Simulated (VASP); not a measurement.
**CaF2 (ae): single point with PBE**

CaF2 (ae):

```xyz
3
Lattice="0.0000 2.7551 2.7551 2.7551 0.0000 2.7551 2.7551 2.7551 0.0000" Properties=species:S:1:pos:R:3 pbc="T T T"
Ca    0.0000    0.0000    0.0000
F     1.3776    1.3776    1.3776
F     4.1327    4.1327    4.1327
```

```yaml
Program: VASP 6.6.1
Task: single point
Functional: PBE
Potentials_or_basis: VASP PAW PBE potentials, release 64 (Ca_sv, F)
Cutoff: 600 eV
k_mesh: 8 × 8 × 8
Occupations: gaussian, width 0.02 eV
Spin: no spin polarisation
```

```json
{"Pressure": "0.2 GPa", "Band gap on the k mesh": "7.13 eV, indirect (least direct gap 7.38 eV)"}
```

Levels at points of the mesh, in eV from the valence-band top:
```
           k point  band 9  band 10  band 11  band 12  band 13  band 14  band 15  band 16
(0.00, 0.00, 0.00)   -2.03    -0.25    -0.25    -0.25     7.13     9.06     9.06    11.02
(0.50, 0.00, 0.00)   -1.26    -1.20    -0.82    -0.82     9.27     9.27     9.58    10.60
(0.50, 0.50, 0.00)   -1.61    -0.35    -0.35     0.00     8.04     9.37     9.94    10.69
```

Run time: 12 s on 1 thread of Intel(R) Xeon(R) Platinum 8559C (Emerald Rapids), with other jobs on the host, peak memory 0.18 GiB.

A k mesh can miss the band edges. A hybrid or GW would open this gap; PBE tends to underestimate it.
